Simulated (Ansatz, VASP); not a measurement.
# Ga in VASP and in Ansatz

File POSCAR:

```
Ga
1.0
    0.0000000000      2.0489987489      2.0489987489
    2.0489987489      0.0000000000      2.0489987489
    2.0489987489      2.0489987489      0.0000000000
Ga
1
Direct
    0.0000000000      0.0000000000      0.0000000000
```

INCAR.step1

```
SYSTEM = Ga
ALGO = Normal ; EDIFF = 1E-4
ENCUT = 520 ; GGA = PE
ISMEAR = -1 ; LASPH = .True.
LCHARG = .False. ; LREAL = .False.
LWAVE = .True. ; NBANDS = 12
NELM = 100 ; PREC = Accurate
SIGMA = 0.1
```

The input INCAR.step2:

```
SYSTEM = Ga
ALGO = Normal ; EDIFF = 1E-7
ENCUT = 520 ; ISIF = 2
ISMEAR = -1 ; ISTART = 1
LASPH = .True. ; LCHARG = .False.
LMIXTAU = .True. ; LREAL = .False.
LWAVE = .False. ; METAGGA = R2SCAN
NBANDS = 12 ; NELM = 100
PREC = Accurate ; SIGMA = 0.1
```

KPOINTS

```
k-points
0
Gamma
  15 15 15
  0 0 0
```

Input for Ansatz:

```yaml
crystal:
  lattice:
    - [0.0, 2.0489987489, 2.0489987489]
    - [2.0489987489, 0.0, 2.0489987489]
    - [2.0489987489, 2.0489987489, 0.0]
  atoms:
    - { symbol: Ga, position: [0.0, 0.0, 0.0] }
hamiltonian:
  xc: r2scan
  pseudopotentials:
    kind: paw
    azcp:
      Ga: "pseudopotentials/Ga.paw.azcp"
basis:
  ecutwfc: 500
  fft_grid_basis: typed
kpoints:
  mp_grid: { grid: [15, 15, 15], shift: [0, 0, 0] }
magnetization:
  spin_polarized: false
scf:
  occupations: { method: fermi_dirac, width: 0.1 }
  lower_state_search: "off"
output:
  stress: true
```

Alike in both runs: task single point; functional r2SCAN; k mesh 15 × 15 × 15; occupations fermi-dirac, width 0.1 eV; no spin polarisation.

```csv
,VASP,Ansatz
version,VASP 6.6.1,Ansatz 0.2.0
potentials or method,"VASP PAW PBE potentials, release 64 (Ga_d), cutoff 520 eV","plane waves (500 eV) with PAW, scalar-relativistic"
valence electrons in the cell,13,13
```

|  | VASP | Ansatz | Ansatz less VASP |
| --- | --- | --- | --- |
| pressure (GPa) | 2.3 | 2.3 | +0.01 |

VASP's potentials were made for PBE, not for r2SCAN.
